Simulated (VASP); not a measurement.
Crystal: Co.

```
Co
1.0
     2.40171    0.00000    0.00000
    -1.20086    2.07995    0.00000
     0.00000    0.00000    2.25761
Co
1
Direct
  0.00000 0.00000 0.00000
```

This isn't the form of Co at room conditions, which is hcp.

```yaml
Program: VASP 6.6.1
Task: relaxation of cell and atoms
Functional: PBE
Potentials_or_basis: VASP PAW PBE potentials, release 64 (Co)
Cutoff: 600 eV
k_mesh: 18 × 18 × 17
Occupations: fermi-dirac, width 0.1 eV
Spin: collinear spin, ferromagnetic start
Starting_moments: "[1.7] μB"
```

At the start: pressure 10.3 GPa; volume 11.28 Å³/atom.

Q: How do energy, volume and symmetry change on relaxing?

A: Over 10 steps the energy falls by 21.1 meV/atom and the volume is 11.96 Å³/atom (+6.0 %); space group P6/mmm (No. 191, to 0.1 Å) before and after; moment 1.76 μB per cell.

Step by step:
| step | energy change (eV) | largest force (eV/Å) | pressure (GPa) | volume (Å³) |
| --- | --- | --- | --- | --- |
| 1 | 0.0000 | 0.0000 | 10.30 | 11.28 |
| 2 | -0.0092 | 0.0000 | -6.59 | 12.50 |
| 3 | -0.0209 | 0.0000 | -0.02 | 11.96 |
| 4 | -0.0209 | 0.0000 | 0.18 | 11.95 |
| 5 | -0.0211 | 0.0000 | 0.13 | 11.95 |
| 6 | -0.0211 | 0.0000 | 0.13 | 11.95 |
| 7 | -0.0211 | 0.0000 | 0.13 | 11.95 |
| 8 | -0.0211 | 0.0000 | 0.13 | 11.95 |
| 9 | -0.0211 | 0.0000 | -0.07 | 11.97 |
| 10 | -0.0211 | 0.0000 | 0.03 | 11.96 |

Final structure:
```
CELL_PARAMETERS angstrom
2.44559 0.00000 0.00000
-1.22279 2.11794 0.00000
0.00000 0.00000 2.30897
ATOMIC_POSITIONS crystal
Co 0.00000 0.00000 0.00000
```
